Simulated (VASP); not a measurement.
# TiAl (P-6m2) in VASP: further runs, part 2 of 2

VASP 6.6.1. The steps go on from the part before.

### 4 Single point, PBE

This run uses another cell than the first one, of 16.87 Å³/atom, 1.002 times its volume.

Input file INCAR:

```
SYSTEM = TiAl
ALGO = Normal
EDIFF = 1E-7
ENCUT = 520
GGA = PE
ISIF = 2
ISMEAR = 0
LASPH = .TRUE.
LCHARG = .FALSE.
LREAL = .FALSE.
LWAVE = .FALSE.
NBANDS = 14
NELM = 80
PREC = Accurate
SIGMA = 0.15
```

Input file KPOINTS:

```
k-points
0
G
  18 18 10
  0 0 0
```

Input file POSCAR:

```
TiAl
1.0
    2.7729000000      0.0000000000      0.0000000000
   -1.3864500000      2.4014018422      0.0000000000
    0.0000000000      0.0000000000      5.0668000000
Ti Al
1 1
Direct
    0.0000000000      0.0000000000      0.0000000000
    0.3333333333      0.6666666667      0.5000000000
```

Potentials or basis: VASP PAW PBE potentials, release 64 (Ti_sv, Al).

Started as:

```console
$ cat potpaw_PBE.64/Ti_sv/POTCAR potpaw_PBE.64/Al/POTCAR > POTCAR
$ mpirun -np 1 vasp_std > vasp.out
```

OUTCAR:

```text
SYSTEM = TiAl
   EDIFF = 1E-7
   ENCUT = 520
   GGA = PE
   ISIF = 2
   ISMEAR = 0
   LASPH = .TRUE.
   LREAL = .FALSE.
   NELM = 80
   PREC = Accurate

 ion  position               nearest neighbor table
   1  0.000  0.000  0.000-   2 3.00   2 3.00   2 3.00   2 3.00   2 3.00   2 3.00
   2  0.333  0.667  0.500-   1 3.00   1 3.00   1 3.00   1 3.00   1 3.00   1 3.00

  LATTYP: Found a hexagonal cell.
 ALAT       =     2.7729000000
 C/A-ratio  =     1.8272566627

  Lattice vectors:

 A1 = (   2.7729000000,   0.0000000000,   0.0000000000)
 A2 = (  -1.3864500000,   2.4014018422,   0.0000000000)
 A3 = (   0.0000000000,   0.0000000000,   5.0668000000)

Analysis of symmetry for initial positions (statically):
=====================================================================
 Subroutine PRICEL returns:
 Original cell was already a primitive cell.

 Routine SETGRP: Setting up the symmetry group for a
 hexagonal supercell.

 Subroutine GETGRP returns: Found 12 space group operations
 (whereof 12 operations were pure point group operations)
 out of a pool of 24 trial point group operations.

The static configuration has the point symmetry D_3h.

Analysis of symmetry for dynamics (positions and initial velocities):
=====================================================================
 Subroutine PRICEL returns:
 Original cell was already a primitive cell.

 Routine SETGRP: Setting up the symmetry group for a
 hexagonal supercell.

 Subroutine GETGRP returns: Found 12 space group operations
 (whereof 12 operations were pure point group operations)
 out of a pool of 24 trial point group operations.

The dynamic configuration has the point symmetry D_3h.

 Subroutine INISYM returns: Found 12 space group operations
 (whereof 12 operations are pure point group operations),
 and found     1 'primitive' translations

----------------------------------------------------------------------------------------

[... 116 lines left out ...]
   LORBIT       =      0    0 simple, 1 ext, 2 COOP (PROOUT), +10 PAW based schemes
   GGA     = PE    functional components
   LHFCALC =     F    Hartree Fock is set to
   AEXX    =    0.0000 exact exchange contribution
   IVDW    =     0    specifies the selected vdW correction
   LEPSILON=     F    determine dielectric tensor
   LRPA    =     F    only Hartree local field effects (RPA)
 non-spin polarized calculation
 Gauss-broadening in eV      SIGMA  =   0.15
  energy-cutoff  :      520.00
  volume of cell :       33.74
 maximum number of plane-waves:       920
 NGX is ok and might be reduce to    24
   NGX = 11   NGY = 11   NGZ = 19

 number of electron      14.9999999 magnetization

 Free energy of the ion-electron system (eV)
  ---------------------------------------------------
  ext. energy  EPLUGINS =         0.00000000
  ---------------------------------------------------
  free energy    TOTEN  =       -11.92803017 eV

  energy without entropy =      -11.90678573  energy(sigma->0) =      -11.91740795

 E-fermi :   7.8844     XC(G=0): -10.8642

 val. band max:        7.8814455268   @ k =   0.2778   0.1667   0.2000
 cond. band min:       7.8983156696   @ k =   0.3333  -0.0000   0.4000
 fundamental gap:      0.0168701429
 Fermi energy:         7.8843715146

 k-point     1 :       0.0000    0.0000    0.0000
  band No.  band energies     occupation
      1     -48.7411      2.00000
      2     -25.0753      2.00000
      3     -24.5159      2.00000
      4     -24.5159      2.00000
      5      -1.3109      2.00000
      6       5.0286      2.00000
      7       5.1827      2.00000
      8       9.1252      0.00000
      9       9.1252      0.00000
     10      10.3663      0.00000
     11      10.8450      0.00000
     12      10.8450      0.00000
     13      21.6775      0.00000
     14      21.6775      0.00000
[... 377 lines left out ...]
      1     -48.6024      2.00000
      2     -25.2390      2.00000
      3     -24.9489      2.00000
      4     -24.7443      2.00000
      5       3.7374      2.00000
      6       6.1376      2.00000
      7       6.3538      2.00000
      8       6.9561      2.00000
      9       9.5638      0.00000
     10      10.7311      0.00000
     11      11.5072      0.00000
     12      11.9953      0.00000
     13      13.3177      0.00000
     14      14.4543      0.00000

 [... further k-points ...]
[... 5 lines left out ...]
  --------------------------------------------------------------------------------------
  -------------------------------------------------------------------------------------
  Total        1.2191593      1.2191593     -3.0152483     -0.0000000      0.0000000      0.0000000
  in kB       57.8946219     57.8946219   -143.1860962     -0.0000000      0.0000000      0.0000000
  external PRESSURE =      -9.1322841 kB  Pullay stress =       0.0000000 kB

 VOLUME and BASIS-vectors are now :
 -----------------------------------------------------------------------------
  energy-cutoff  :      520.00
  volume of cell :       33.74
      direct lattice vectors                 reciprocal lattice vectors
     2.772900000  0.000000000  0.000000000     0.360633272  0.208211717  0.000000000
    -1.386450000  2.401401842  0.000000000     0.000000000  0.416423433  0.000000000
     0.000000000  0.000000000  5.066800000     0.000000000  0.000000000  0.197363227

 POSITION                                       TOTAL-FORCE (eV/Angst)
 -----------------------------------------------------------------------------------
      0.00000      0.00000      0.00000         0.000000      0.000000      0.000000
     -0.00000      1.60093      2.53340        -0.000000     -0.000000      0.000000
 -----------------------------------------------------------------------------------
    total drift:                                0.000000     -0.000000      0.000000

  FREE ENERGIE OF THE ION-ELECTRON SYSTEM (eV)
  ---------------------------------------------------
  free  energy   TOTEN  =       -11.9280301735 eV

  energy  without entropy=      -11.9067857348  energy(sigma->0) =      -11.91740795
```

OSZICAR:

```text
N       E                     dE             d eps       ncg     rms          rms(c)
DAV:   1     0.992859985464E+02    0.99286E+02   -0.71054E+03  6222   0.108E+03
DAV:   2    -0.720014058141E+01   -0.10649E+03   -0.10228E+03  6456   0.298E+02
DAV:   3    -0.130308669651E+02   -0.58307E+01   -0.56908E+01  9422   0.662E+01
DAV:   4    -0.131955676192E+02   -0.16470E+00   -0.16442E+00  7124   0.996E+00
DAV:   5    -0.132015356866E+02   -0.59681E-02   -0.59672E-02  9318   0.179E+00    0.883E+00
DAV:   6    -0.122767658544E+02    0.92477E+00   -0.47108E+00  7248   0.276E+01    0.388E+00
DAV:   7    -0.119538279442E+02    0.32294E+00   -0.69451E-01  6966   0.972E+00    0.208E+00
DAV:   8    -0.119295480336E+02    0.24280E-01   -0.16188E-01  6906   0.474E+00    0.767E-01
DAV:   9    -0.119289258070E+02    0.62223E-03   -0.29501E-02  7334   0.248E+00    0.284E-01
DAV:  10    -0.119280258839E+02    0.89992E-03   -0.44767E-03  7374   0.847E-01    0.583E-02
DAV:  11    -0.119280419051E+02   -0.16021E-04   -0.32469E-04  7338   0.157E-01    0.439E-02
DAV:  12    -0.119280325339E+02    0.93712E-05   -0.21692E-05  7988   0.432E-02    0.188E-02
DAV:  13    -0.119280302268E+02    0.23071E-05   -0.30478E-06  7392   0.204E-02    0.606E-03
DAV:  14    -0.119280301735E+02    0.53315E-07   -0.58168E-07  7802   0.637E-03
   1 F= -.11928030E+02 E0= -.11917408E+02  d E =-.212444E-01
```

Run time: 65 s. Hardware: 1 thread of Intel Xeon Platinum 8259CL at 2.50GHz (Skylake/Cascade Lake), shared host; peak memory 0.24 GiB.

What came out:

```yaml
Free_energy: -11.9280 eV
Pressure: -0.9 GPa
```

Stress tensor (GPa, compression positive):
```
  5.79   0.00   0.00
  0.00   5.79   0.00
  0.00   0.00 -14.32
```

### 5 Summary

| cell | gap on the mesh (eV) | pressure (GPa) |
| --- | --- | --- |
| a = 2.809, b = 2.809, c = 4.927 Å, angles 90.0, 90.0, 120.0°, 2 atoms | none | -1.1 |
| a = 2.989, b = 2.989, c = 4.370 Å, angles 90.0, 90.0, 120.0°, 2 atoms | none | 0.5 |
| a = 2.773, b = 2.773, c = 5.067 Å, angles 90.0, 90.0, 120.0°, 2 atoms | none | -0.9 |

Alike in all rows: task single point; level PBE; potentials or basis VASP PAW PBE potentials, release 64 (Ti_sv, Al); no spin polarisation; k mesh 18 × 18 × 10; cutoff (eV) 520; smearing gaussian 0.15 eV.

Absolute energies hang on the potentials; compare differences alone.
